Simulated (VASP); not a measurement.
Wanted: the native input for a VASP 6.6.1 run.

```
Task                   : relaxation of cell and atoms
Functional             : PBEsol
Potentials or basis    : VASP PAW PBE potentials, release 64 (Al, N)
Cutoff                 : 600 eV
k mesh                 : 8 × 8 × 8
Occupations            : gaussian, width 0.01 eV
Spin                   : no spin polarisation
Target pressure        : 20 GPa
Dipole correction      : no
Further INCAR settings : ALGO = Normal; EDIFF = 1e-07; IBRION = 2; EDIFFG = -0.05; NSW = 80; ISIF = 3
```

The structure of AlN lies in POSCAR:

```
AlN
1.0
    0.0000000000      2.1839940000      2.1839940000
    2.1839940000      0.0000000000      2.1839940000
    2.1839940000      2.1839940000      0.0000000000
Al N
1 1
Direct
    0.0000000000      0.0000000000      0.0000000000
    0.7500000000      0.7500000000      0.7500000000
```

The input as run:

INCAR

```
ALGO = Normal
EDIFF = 1E-7
EDIFFG = -0.05
ENCUT = 600
GGA = PS
IBRION = 2
ISIF = 3
ISMEAR = 0
LASPH = T
LCHARG = F
LREAL = F
LWAVE = F
NELM = 60
NSW = 80
PREC = Accurate
PSTRESS = 200.0
SIGMA = 0.01
```

KPOINTS

```
k-points
0
Gamma
  8 8 8
```

Potentials or basis: VASP PAW PBE potentials, release 64 (Al, N).

The run is started by

```bash
$ cat potpaw_PBE.64/Al/POTCAR potpaw_PBE.64/N/POTCAR > POTCAR
$ mpirun -np 1 vasp_std > vasp.out
```

It gave:

```
Relaxed volume                                         : 9.65 Å³/atom
Relaxed cell                                           : a = 3.011 Å, b = 3.011 Å, c = 3.011 Å, α = 60.00°, β = 60.00°, γ = 60.00°
Space group after relaxing (to 0.05 Å)                 : F-43m (No. 216)
Energy change on relaxing (the enthalpy is what falls) : +46.6 meV/atom
Ionic steps                                            : 3
Pressure after relaxing                                : 19.5 GPa
Band gap on the k mesh                                 : 3.22 eV, indirect (least direct gap 4.82 eV)
```

Caveat: the cell is relaxed towards a set pressure, so the enthalpy falls and the energy may rise; the PAW data sets were made with another functional, which shifts forces and pressure a little.

It took 46 s on 1 thread of AMD EPYC 7R13, on a shared host, peak memory 0.13 GiB.
